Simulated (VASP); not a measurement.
**KI: relaxation of cell and atoms with PBEsol**

The system is KI.

```
I K
1.0
     0.00000    3.53277    3.53277
     3.53277    0.00000    3.53277
     3.53277    3.53277    0.00000
I K
1 1
Direct
  0.50000 0.50000 0.50000
  0.00000 0.00000 0.00000
```

```
Program                : VASP 6.6.1
Task                   : relaxation of cell and atoms
Functional             : PBEsol
Potentials or basis    : VASP PAW PBE potentials, release 64 (I, K_sv)
Cutoff                 : 600 eV
k mesh                 : 7 × 7 × 7
Occupations            : fermi-dirac, width 0.05 eV
Spin                   : no spin polarisation
Target pressure        : 30 GPa
Dipole correction      : no
Further INCAR settings : ALGO = Normal; EDIFF = 1e-06; IBRION = 2; EDIFFG = -0.02; NSW = 80; ISIF = 3
```

The relaxed volume is 24.03 Å³/atom, the relaxed cell is a = 4.081 Å, b = 4.081 Å, c = 4.081 Å, α = 60.00°, β = 60.00°, γ = 60.00° and the space group after relaxing (to 0.1 Å) is Fm-3m (No. 225). The energy change on relaxing (the run minimises the enthalpy) is +1017.4 meV/atom, the ionic steps are 19 and the pressure after relaxing is 30.0 GPa. The band gap on the k mesh is 2.75 eV (least direct gap 3.49 eV).

The path:
| step | energy change (eV) | largest force (eV/Å) | pressure (GPa) | volume (Å³) |
| --- | --- | --- | --- | --- |
| 1 | 0.0000 | 0.0000 | -0.24 | 88.18 |
| 2 | 29.4387 | 0.0000 | 492.05 | 18.91 |
| 3 | 0.8255 | 0.0000 | 13.66 | 57.38 |
| 4 | 1.3566 | 0.0000 | 20.84 | 52.37 |
| 5 | 2.1023 | 0.0000 | 30.91 | 47.70 |
| 6 | 1.9796 | 0.0000 | 29.25 | 48.35 |
| 7 | 1.9814 | 0.0000 | 29.26 | 48.34 |
| 8 | 1.9867 | 0.0000 | 29.32 | 48.31 |
| 9 | 1.9868 | 0.0000 | 29.34 | 48.31 |
| 10 | 1.9869 | 0.0000 | 29.34 | 48.31 |
| 11 | 1.9872 | 0.0000 | 29.34 | 48.31 |
| 12 | 1.9877 | 0.0000 | 29.34 | 48.31 |
| 13 | 1.9887 | 0.0000 | 29.34 | 48.30 |
| 14 | 1.9908 | 0.0000 | 29.39 | 48.29 |
| 15 | 1.9949 | 0.0000 | 29.43 | 48.27 |
| 16 | 2.0032 | 0.0000 | 29.57 | 48.22 |
| 17 | 2.0198 | 0.0000 | 29.79 | 48.13 |
| 18 | 2.0534 | 0.0000 | 30.25 | 47.95 |
| 19 | 2.0349 | 0.0000 | 30.00 | 48.05 |

Final structure:
```xyz
2
Lattice="0.0000 2.8855 2.8855 2.8855 0.0000 2.8855 2.8855 2.8855 0.0000" Properties=species:S:1:pos:R:3 pbc="T T T"
I     2.8855    2.8855    2.8855
K     0.0000    0.0000    0.0000
```

Levels at points of the mesh, in eV from the valence-band top:
```csv
k point,band 4,band 5,band 6,band 7,band 8,band 9,band 10,band 11,band 12
"(0.00, 0.00, 0.00)",-11.87,-11.87,0.00,0.00,0.00,5.20,5.20,5.20,5.94
```

Wall time 6.6 min on 1 thread of Intel Xeon 8259CL, on a shared host, peak memory 0.29 GiB.

Caveat: the cell is relaxed towards a set pressure, so the run minimises the enthalpy, not the energy; the volume moved by over 15 % at a fixed basis, so the end points are rough; the PAW data sets were made with another functional, which shifts forces and pressure a little; spin-orbit coupling is left out, which moves the levels of the heavy elements; an odd mesh through Γ misses points on the zone boundary, where band edges can lie.
